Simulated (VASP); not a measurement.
# KF (Fm-3m) in VASP: further runs

The runs below take KF through single point, with PBEsol.

Program: VASP 6.6.1. These are calculated values, not measurements. Logs are shortened: lines on timing, memory, paths and dates and some standing lists are left out, and cuts for length are marked.

### 1 The cell of the first run

It takes space group Fm-3m (No. 225, cubic). The conventional cell has a = 4.890 Å, b = 4.890 Å, c = 4.890 Å, α = 90.00°, β = 90.00°, γ = 90.00°. K (site symmetry m-3m) has 6 F at 2.45 Å within 3.2 Å. F (site symmetry m-3m) has 6 K at 2.45 Å within 3.2 Å.

### 2 Single point, PBEsol

INCAR

```
PREC = Accurate
ENCUT = 520
EDIFF = 1E-6
ISMEAR = 0
SIGMA = 0.01
LREAL = F
LASPH = T
NELM = 80
ALGO = Normal
ISIF = 2
LWAVE = F
LCHARG = T
GGA = PS
LELF = T
LVHAR = T
NBANDS = 15
```

KPOINTS

```
regular mesh
0
Gamma
  8 8 8
```

POSCAR

```
KF
1.0
    0.0000000000      2.4451625073      2.4451625073
    2.4451625073      0.0000000000      2.4451625073
    2.4451625073      2.4451625073      0.0000000000
K F
1 1
Direct
    0.0000000000      0.0000000000      0.0000000000
    0.5000000000      0.5000000000      0.5000000000
```

Potentials or basis: VASP PAW PBE potentials, release 64 (K_sv, F).

The run is started by

```
$ cat potpaw_PBE.64/K_sv/POTCAR potpaw_PBE.64/F/POTCAR > POTCAR
$ mpirun -np 1 vasp_std > vasp.out
```

OUTCAR:

```text
PREC = Accurate
   ENCUT = 520
   EDIFF = 1E-6
   ISMEAR = 0
   LREAL = F
   LASPH = T
   NELM = 80
   ISIF = 2
   GGA = PS

 ion  position               nearest neighbor table
   1  0.000  0.000  0.000-   2 2.45   2 2.45   2 2.45   2 2.45   2 2.45   2 2.45
   2  0.500  0.500  0.500-   1 2.45   1 2.45   1 2.45   1 2.45   1 2.45   1 2.45

  LATTYP: Found a face centered cubic cell.
 ALAT       =     4.8903250146

  Lattice vectors:

 A1 = (   0.0000000000,   2.4451625073,   2.4451625073)
 A2 = (   2.4451625073,   0.0000000000,   2.4451625073)
 A3 = (   2.4451625073,   2.4451625073,   0.0000000000)

Analysis of symmetry for initial positions (statically):
=====================================================================
 Subroutine PRICEL returns:
 Original cell was already a primitive cell.

 Routine SETGRP: Setting up the symmetry group for a
 face centered cubic supercell.

 Subroutine GETGRP returns: Found 48 space group operations
 (whereof 48 operations were pure point group operations)
 out of a pool of 48 trial point group operations.

The static configuration has the point symmetry O_h .

Analysis of symmetry for dynamics (positions and initial velocities):
=====================================================================
 Subroutine PRICEL returns:
 Original cell was already a primitive cell.

 Routine SETGRP: Setting up the symmetry group for a
 face centered cubic supercell.

 Subroutine GETGRP returns: Found 48 space group operations
 (whereof 48 operations were pure point group operations)
 out of a pool of 48 trial point group operations.

The dynamic configuration has the point symmetry O_h .

 Subroutine INISYM returns: Found 48 space group operations
 (whereof 48 operations are pure point group operations),
 and found     1 'primitive' translations

----------------------------------------------------------------------------------------

                                     Primitive cell

  volume of cell :      29.2384

  direct lattice vectors                    reciprocal lattice vectors
     0.000000000  2.445162507  2.445162507    -0.204485386  0.204485386  0.204485386
     2.445162507  0.000000000  2.445162507     0.204485386 -0.204485386  0.204485386
     2.445162507  2.445162507  0.000000000     0.204485386  0.204485386 -0.204485386

  length of vectors
     3.457981980  3.457981980  3.457981980     0.354179079  0.354179079  0.354179079

  position of ions in fractional coordinates (direct lattice)
     0.000000000  0.000000000  0.000000000
[... 89 lines left out ...]
   NELECT =      16.0000    total number of electrons
   NUPDOWN=      -1.0000    fix difference up-down
   EMIN   =  10.00;   EMAX   =-10.00  energy-range for DOS
   EFERMI =   0.00;   METHOD = LEGACY
   ISMEAR =     0;   SIGMA  =   0.01  broadening in eV -4-tet -1-fermi 0-gaus
   EFERMI_NEDOS =   21; number of points for ismear=-14 and -15
   IALGO  =     38    algorithm
   IMIX   =      4    mixing-type and parameters
     AMIX     =   0.40;   BMIX     =  1.00
     AMIX_MAG =   1.60;   BMIX_MAG =  1.00
  volume/ion in A,a.u.               =      14.62        98.66
  Fermi-wavevector in a.u.,A,eV,Ry     =   1.339051  2.530439 24.396027  1.793057
  Thomas-Fermi vector in A             =   2.467473
   LORBIT       =      0    0 simple, 1 ext, 2 COOP (PROOUT), +10 PAW based schemes
   GGA     = PS    functional components
   LHFCALC =     F    Hartree Fock is set to
   AEXX    =    0.0000 exact exchange contribution
   IVDW    =     0    specifies the selected vdW correction
   LEPSILON=     F    determine dielectric tensor
   LRPA    =     F    only Hartree local field effects (RPA)
 non-spin polarized calculation
 Gauss-broadening in eV      SIGMA  =   0.01
  energy-cutoff  :      520.00
  volume of cell :       29.24
 maximum number of plane-waves:       817
 NGX is ok and might be reduce to    28
   NGX = 13   NGY = 13   NGZ = 13

 number of electron      16.0000009 magnetization

 Free energy of the ion-electron system (eV)
  ---------------------------------------------------
  ext. energy  EPLUGINS =         0.00000000
  ---------------------------------------------------
  free energy    TOTEN  =        -8.19918692 eV

  energy without entropy =       -8.19918692  energy(sigma->0) =       -8.19918692

 E-fermi :  -1.8490     XC(G=0):  -9.9637

 val. band max:       -1.9454119673   @ k =   0.5000   0.5000   0.0000
 cond. band min:       5.5750791857   @ k =   0.0000   0.0000   0.0000
 fundamental gap:      7.5204911530
 Fermi energy:        -1.8489966216

 k-point     1 :       0.0000    0.0000    0.0000
  band No.  band energies     occupation
      1     -27.4405      2.00000
      2     -20.6561      2.00000
      3     -10.4076      2.00000
      4     -10.4076      2.00000
      5     -10.4076      2.00000
      6      -2.0147      2.00000
      7      -2.0147      2.00000
      8      -2.0147      2.00000
      9       5.5751      0.00000
     10       9.2279      0.00000
     11       9.2279      0.00000
     12       9.2279      0.00000
     13      11.3255      0.00000
     14      11.3255      0.00000
[... 401 lines left out ...]
      2     -20.9870      2.00000
      3     -11.0582      2.00000
      4     -10.9098      2.00000
      5     -10.5165      2.00000
      6      -2.8435      2.00000
      7      -2.4153      2.00000
      8      -2.3367      2.00000
      9       8.2616      0.00000
     10       9.1572      0.00000
     11      11.2685      0.00000
     12      12.1029      0.00000
     13      13.7750      0.00000
     14      15.3170      0.00000
     15      16.1996      0.00000

 [... further k-points ...]

------------------------ aborting loop because EDIFF is reached ----------------------------------------

  FORCE on cell =-STRESS in cart. coord.  units (eV):
  Direction    XX          YY          ZZ          XY          YZ          ZX
  --------------------------------------------------------------------------------------
  -------------------------------------------------------------------------------------
  Total        2.8308827      2.8308827      2.8308827     -0.0000000     -0.0000000     -0.0000000
  in kB      155.1241012    155.1241012    155.1241012     -0.0000000     -0.0000000     -0.0000000
  external PRESSURE =     155.1241012 kB  Pullay stress =       0.0000000 kB

 VOLUME and BASIS-vectors are now :
 -----------------------------------------------------------------------------
  energy-cutoff  :      520.00
  volume of cell :       29.24
      direct lattice vectors                 reciprocal lattice vectors
     0.000000000  2.445162507  2.445162507    -0.204485386  0.204485386  0.204485386
     2.445162507  0.000000000  2.445162507     0.204485386 -0.204485386  0.204485386
     2.445162507  2.445162507  0.000000000     0.204485386  0.204485386 -0.204485386

 POSITION                                       TOTAL-FORCE (eV/Angst)
 -----------------------------------------------------------------------------------
      0.00000      0.00000      0.00000        -0.000000      0.000000      0.000000
      2.44516      2.44516      2.44516         0.000000     -0.000000     -0.000000
 -----------------------------------------------------------------------------------
    total drift:                                0.000000      0.000000      0.000000

  FREE ENERGIE OF THE ION-ELECTRON SYSTEM (eV)
  ---------------------------------------------------
  free  energy   TOTEN  =        -8.1991869180 eV

  energy  without entropy=       -8.1991869180  energy(sigma->0) =       -8.19918692
```

Run time: 18 s. Hardware: 1 thread of Intel Xeon 8259CL, shared host; peak memory 0.16 GiB.

Results:

```
Free energy            : -8.1992 eV
Pressure               : 15.5 GPa
Band gap on the k mesh : 7.52 eV (least direct gap 7.59 eV)
```

Caveat: the cell stands under pressure; the PAW data sets were made with another functional, which shifts forces and pressure a little. A k mesh can miss the band edges.

[end of part 1 of 2]
